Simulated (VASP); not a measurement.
Runs of VASP 6.6.1 on Sb. The structure is that of space group R-3m (No. 166), or close to it. The cells are those of the table. 

```tsv
potentials or basis	cell	cutoff (eV)	gap on the mesh (eV)	pressure (GPa)	largest force (eV/Å)
VASP PAW PBE potentials, release 64 (Sb)	a = 4.561, b = 4.466, c = 4.451 Å, angles 57.1, 57.5, 56.9°, 2 atoms	520	none	0.6	0.23
VASP PAW PBE potentials, release 64 (Sb_d_GW)	a = 4.555 Å, angles 56.3°, 2 atoms	400	-	(b)	0.01
VASP PAW PBE potentials, release 64 (Sb_d_GW)	a = 4.400 Å, angles 58.5°, 2 atoms	400	-	(a)	0.33
VASP PAW PBE potentials, release 64 (Sb_d_GW)	a = 4.455 Å, angles 57.2°, 2 atoms	400	none	1.7	0.28
VASP PAW PBE potentials, release 64 (Sb_d_GW)	a = 4.432 Å, angles 57.2°, 2 atoms	400	none	2.8	0.37
VASP PAW PBE potentials, release 64 (Sb)	a = 4.459, b = 4.506, c = 4.513 Å, angles 57.2, 57.0, 57.3°, 2 atoms	520	-	0.6	0.21
VASP PAW PBE potentials, release 64 (Sb_d_GW)	a = 4.524 Å, angles 56.8°, 2 atoms	400	-	-0.4	0.08
```

Alike in all rows: task electric field gradients; level PBEsol; no spin polarisation; k mesh 9 × 9 × 9; smearing fermi-dirac 0.05 eV.

**Question.** Fill in the values left out.

**Answer.** (a) 1.8; (b) -0.9.

Caveats: the PAW data sets were made with another functional, which shifts forces and pressure a little; spin-orbit coupling is left out, which moves the levels of the heavy elements.

A k mesh can miss the band edges, and the runs leave out spin-orbit coupling on Sb.

A gap of «none» marks levels without a gap at the run's occupations.

The runs don't all hold the same shells in valence.
